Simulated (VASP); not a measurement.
# Zr3O (P6_322) in VASP: further runs, part 2 of 2

VASP 6.6.1. Earlier steps stand in the parts before.

## Step 4: Single point, PBEsol

Contents of INCAR:

```
PREC = Accurate
ENCUT = 520
EDIFF = 1E-6
ISMEAR = 0
SIGMA = 0.15
LREAL = F
LASPH = T
NELM = 60
ALGO = Normal
ISIF = 2
LWAVE = F
LCHARG = F
GGA = PS
NBANDS = 52
```

Contents of KPOINTS:

```
Automatic mesh
0
Gamma
  12 12 8
```

Contents of POSCAR:

```
Zr3O
1.0
    5.5833920356      0.0000000000      0.0000000000
   -2.7916960178      4.8353593421      0.0000000000
    0.0000000000      0.0000000000      5.1559330596
Zr O
6 2
Direct
    0.3393912867      0.0000000000      0.0000000000
    0.3393912867      0.3393912867      0.5000000000
    0.0000000000      0.3393912867      0.0000000000
    0.6606087133      0.0000000000      0.5000000000
    0.6606087133      0.6606087133      0.0000000000
    0.0000000000      0.6606087133      0.5000000000
    0.3333333333      0.6666666667      0.2500000000
    0.6666666667      0.3333333333      0.7500000000
```

Potentials or basis: VASP PAW PBE potentials, release 64 (Zr_sv, O).

The run is started by

```sh
cat potpaw_PBE.64/Zr_sv/POTCAR potpaw_PBE.64/O/POTCAR > POTCAR
mpirun -np 1 vasp_std > vasp.out
```

OUTCAR:

```text
PREC = Accurate
   ENCUT = 520
   EDIFF = 1E-6
   ISMEAR = 0
   LREAL = F
   LASPH = T
   NELM = 60
   ISIF = 2
   GGA = PS

 ion  position               nearest neighbor table
   1  0.339  0.000  0.000-   7 2.25   8 2.25   4 3.14   4 3.14   5 3.19   3 3.19   3 3.19   5 3.19
                             2 3.20   2 3.20   6 3.20   6 3.20   3 3.28   5 3.28
   2  0.339  0.339  0.500-   7 2.25   8 2.25   5 3.14   5 3.14   4 3.19   4 3.19   6 3.19   6 3.19
                             1 3.20   1 3.20   3 3.20   3 3.20   6 3.28   4 3.28
   3  0.000  0.339  0.000-   8 2.25   7 2.25   6 3.14   6 3.14   1 3.19   1 3.19   5 3.19   5 3.19
                             4 3.20   4 3.20   2 3.20   2 3.20   5 3.28   1 3.28
   4  0.661  0.000  0.500-   8 2.25   7 2.25   1 3.14   1 3.14   6 3.19   2 3.19   2 3.19   6 3.19
                             3 3.20   5 3.20   5 3.20   3 3.20   6 3.28   2 3.28
   5  0.661  0.661  0.000-   8 2.25   7 2.25   2 3.14   2 3.14   1 3.19   1 3.19   3 3.19   3 3.19
                             4 3.20   4 3.20   6 3.20   6 3.20   3 3.28   1 3.28
   6  0.000  0.661  0.500-   7 2.25   8 2.25   3 3.14   3 3.14   4 3.19   4 3.19   2 3.19   2 3.19
                             1 3.20   1 3.20   5 3.20   5 3.20   2 3.28   4 3.28
   7  0.333  0.667  0.250-   1 2.25   6 2.25   4 2.25   3 2.25   2 2.25   5 2.25
   8  0.667  0.333  0.750-   4 2.25   3 2.25   1 2.25   6 2.25   5 2.25   2 2.25

  LATTYP: Found a hexagonal cell.
 ALAT       =     5.5833920356
 C/A-ratio  =     0.9234409883

  Lattice vectors:

 A1 = (   5.5833920356,   0.0000000000,   0.0000000000)
 A2 = (  -2.7916960178,   4.8353593421,   0.0000000000)
 A3 = (   0.0000000000,   0.0000000000,   5.1559330596)

Analysis of symmetry for initial positions (statically):
=====================================================================
 Subroutine PRICEL returns:
 Original cell was already a primitive cell.

 Routine SETGRP: Setting up the symmetry group for a
 hexagonal supercell.

 Subroutine GETGRP returns: Found 12 space group operations
 (whereof  6 operations were pure point group operations)
 out of a pool of 24 trial point group operations.

The static configuration has the point symmetry D_3 .
 The point group associated with its full space group is D_6 .
[... 150 lines left out ...]
   LORBIT       =      0    0 simple, 1 ext, 2 COOP (PROOUT), +10 PAW based schemes
   GGA     = PS    functional components
   LHFCALC =     F    Hartree Fock is set to
   AEXX    =    0.0000 exact exchange contribution
   IVDW    =     0    specifies the selected vdW correction
   LEPSILON=     F    determine dielectric tensor
   LRPA    =     F    only Hartree local field effects (RPA)
 non-spin polarized calculation
 Gauss-broadening in eV      SIGMA  =   0.15
  energy-cutoff  :      520.00
  volume of cell :      139.20
 maximum number of plane-waves:      3776
 NGX is ok and might be reduce to    42
   NGX = 21   NGY = 21   NGZ = 19

 number of electron      83.9999999 magnetization

 Free energy of the ion-electron system (eV)
  ---------------------------------------------------
  ext. energy  EPLUGINS =         0.00000000
  ---------------------------------------------------
  free energy    TOTEN  =       -76.71200032 eV

  energy without entropy =      -76.64778497  energy(sigma->0) =      -76.67989265

 E-fermi :   9.7600     XC(G=0): -11.7781

 val. band max:        9.7583145806   @ k =   0.0833  -0.0000   0.3750
 cond. band min:       9.7607989425   @ k =   0.3333  -0.0000   0.3750
 fundamental gap:      0.0024843619
 Fermi energy:         9.7599525351

 k-point     1 :       0.0000    0.0000    0.0000
  band No.  band energies     occupation
      1     -38.9568      2.00000
      2     -38.7884      2.00000
      3     -38.7725      2.00000
      4     -38.7725      2.00000
      5     -38.7579      2.00000
      6     -38.7579      2.00000
[... 1309 lines left out ...]
     51      12.5347      0.00000
     52      12.5834      0.00000

 [... further k-points ...]
[... 5 lines left out ...]
  --------------------------------------------------------------------------------------
  -------------------------------------------------------------------------------------
  Total        0.1746871      0.1746871      0.2592949      0.0000000     -0.0000000      0.0000000
  in kB        2.0106532      2.0106532      2.9844919      0.0000000     -0.0000000      0.0000000
  external PRESSURE =       2.3352661 kB  Pullay stress =       0.0000000 kB

 VOLUME and BASIS-vectors are now :
 -----------------------------------------------------------------------------
  energy-cutoff  :      520.00
  volume of cell :      139.20
      direct lattice vectors                 reciprocal lattice vectors
     5.583392036  0.000000000  0.000000000     0.179102595  0.103404931  0.000000000
    -2.791696018  4.835359342  0.000000000     0.000000000  0.206809862  0.000000000
     0.000000000  0.000000000  5.155933060     0.000000000  0.000000000  0.193951316

 POSITION                                       TOTAL-FORCE (eV/Angst)
 -----------------------------------------------------------------------------------
      1.89495      0.00000      0.00000         0.008113     -0.000000     -0.000000
      0.94748      1.64108      2.57797         0.004057      0.007026     -0.000000
     -0.94748      1.64108      0.00000        -0.004057      0.007026      0.000000
      3.68844      0.00000      2.57797        -0.008113     -0.000000      0.000000
      1.84422      3.19428      0.00000        -0.004057     -0.007026     -0.000000
     -1.84422      3.19428      2.57797         0.004057     -0.007026     -0.000000
     -0.00000      3.22357      1.28898        -0.000000     -0.000000      0.000000
      2.79170      1.61179      3.86695         0.000000     -0.000000     -0.000000
 -----------------------------------------------------------------------------------
    total drift:                               -0.000001     -0.000001      0.000000

  FREE ENERGIE OF THE ION-ELECTRON SYSTEM (eV)
  ---------------------------------------------------
  free  energy   TOTEN  =       -76.7120003221 eV

  energy  without entropy=      -76.6477849701  energy(sigma->0) =      -76.67989265
```

OSZICAR:

```text
N       E                     dE             d eps       ncg     rms          rms(c)
DAV:   1     0.919123419356E+03    0.91912E+03   -0.45460E+04  9880   0.164E+03
DAV:   2     0.419086692846E+01   -0.91493E+03   -0.89389E+03 11212   0.493E+02
DAV:   3    -0.755650459812E+02   -0.79756E+02   -0.78272E+02 15068   0.117E+02
DAV:   4    -0.819403677099E+02   -0.63753E+01   -0.63422E+01 15064   0.285E+01
DAV:   5    -0.823122124546E+02   -0.37184E+00   -0.37166E+00 13484   0.523E+00    0.355E+01
DAV:   6    -0.770990619177E+02    0.52132E+01   -0.24966E+01 12780   0.212E+01    0.158E+01
DAV:   7    -0.767414968190E+02    0.35757E+00   -0.37115E+00 12504   0.726E+00    0.623E+00
DAV:   8    -0.767094363476E+02    0.32060E-01   -0.37080E-01 12708   0.267E+00    0.132E+00
DAV:   9    -0.767144390632E+02   -0.50027E-02   -0.92257E-02 12784   0.138E+00    0.571E-01
DAV:  10    -0.767119976067E+02    0.24415E-02   -0.21950E-02 13184   0.572E-01    0.838E-02
DAV:  11    -0.767120092387E+02   -0.11632E-04   -0.86152E-04 12184   0.127E-01    0.374E-02
DAV:  12    -0.767120004651E+02    0.87736E-05   -0.18909E-04 14408   0.524E-02    0.973E-03
DAV:  13    -0.767120004547E+02    0.10446E-07   -0.11382E-05 10112   0.137E-02    0.326E-03
DAV:  14    -0.767120003221E+02    0.13260E-06   -0.70903E-07  6744   0.377E-03
   1 F= -.76712000E+02 E0= -.76679893E+02  d E =-.642154E-01
```

Run time: 17 min. Hardware: 1 thread of AMD EPYC 7R13, shared host; peak memory 0.56 GiB.

What came out:

```yaml
Free_energy: -76.7120 eV
Pressure: 0.2 GPa
Largest_force: 0.008 eV/Å
Band_gap_on_the_k_mesh: zero (band 42 reaches 10.45 eV, above the bottom of band 43 at 9.63 eV)
```

Forces on the atoms (eV/Å):
```
Zr   0.008  0.000  0.000
Zr   0.004  0.007  0.000
Zr  -0.004  0.007  0.000
Zr  -0.008  0.000  0.000
Zr  -0.004 -0.007  0.000
Zr   0.004 -0.007  0.000
O    0.000  0.000  0.000
O    0.000  0.000  0.000
```

Caveat: the PAW data sets were made with another functional, which shifts forces and pressure a little.

## Step 5: Summary

```csv
cell,k mesh,smearing,gap on the mesh (eV),pressure (GPa),largest force (eV/Å)
"a = 5.583, b = 5.583, c = 5.156 Å, angles 90.0, 90.0, 120.0°, 8 atoms",6 × 6 × 8,gaussian 0.1 eV,none,0.2,0.01
"a = 5.584, b = 5.584, c = 5.168 Å, angles 90.0, 90.0, 120.0°, 8 atoms",6 × 6 × 8,fermi-dirac 0.15 eV,none,0.2,0.01
"a = 5.583, b = 5.583, c = 5.156 Å, angles 90.0, 90.0, 120.0°, 8 atoms",12 × 12 × 8,gaussian 0.15 eV,none,0.2,0.01
```

Alike in all rows: task single point; level PBEsol; potentials or basis VASP PAW PBE potentials, release 64 (Zr_sv, O); no spin polarisation; cutoff (eV) 520.

Caveats: the PAW data sets were made with another functional, which shifts forces and pressure a little.

Total energies depend on the potentials used, so only differences within one code and one set of settings carry meaning.
